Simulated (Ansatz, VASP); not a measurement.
# Y in VASP and in Ansatz

File INCAR:

```
SYSTEM = Y
  ALGO = Fast
  EDIFF = 1E-6
  ENCUT = 520
  GGA = PE
  ISIF = 2
  ISMEAR = 0
  LASPH = .TRUE.
  LCHARG = .FALSE.
  LREAL = .FALSE.
  LWAVE = .FALSE.
  NBANDS = 18
  NELM = 100
  PREC = Accurate
  SIGMA = 0.15
```

Contents of KPOINTS:

```
k-points
0
G
  18 18 8
  0 0 0
```

POSCAR

```
Y
1.0
    3.6514992371      0.0000000000      0.0000000000
   -1.8257496185      3.1622911012      0.0000000000
    0.0000000000      0.0000000000      5.7474000000
Y
2
Direct
    0.3333333333      0.6666666667      0.2152016564
    0.6666666667      0.3333333333      0.7500000000
```

Input for Ansatz:

```yaml
crystal:
  lattice:
    - [3.6514992371, 0.0, 0.0]
    - [-1.8257496185, 3.1622911012, 0.0]
    - [0.0, 0.0, 5.7474]
  atoms:
    - { symbol: "Y", position: [0.3333333333, 0.6666666667, 0.2152016564] }
    - { symbol: "Y", position: [0.6666666667, 0.3333333333, 0.75] }
basis:
  ecutwfc: 420
kpoints:
  mp_grid: { grid: [18, 18, 8] }
hamiltonian:
  xc: pbe
scf:
  occupations: { method: gaussian, width: 0.15 }
output:
  forces: true
  stress: true
  eigenvalues: true
```

Alike in both runs: task single point; functional PBE; k mesh 18 × 18 × 8; occupations gaussian, width 0.15 eV; no spin polarisation.

|  | VASP | Ansatz |
| --- | --- | --- |
| version | VASP 6.6.1 | Ansatz 0.2.0 |
| potentials or method | VASP PAW PBE potentials, release 64 (Y_sv), cutoff 520 eV | scalar-relativistic, plane waves, PAW |
| valence electrons in the cell | 22 | 22 |

```tsv
	VASP	Ansatz	Ansatz less VASP
gap on the k mesh at the Fermi level (eV)	none	none	-
pressure (GPa)	-0.1	0.0	+0.08
traceless stress, the component that is largest in VASP (GPa)	0.26	0.26	-0.003
rms of the force components (eV/Å)	0.393	0.395	+0.0020
```

Atom by atom the forces differ by 0.002 eV/Å (rms over components). A gap of «none» marks a metal or a gap that the smearing closes. The functional is the same, so the differences come from potentials, cutoffs and numerics.
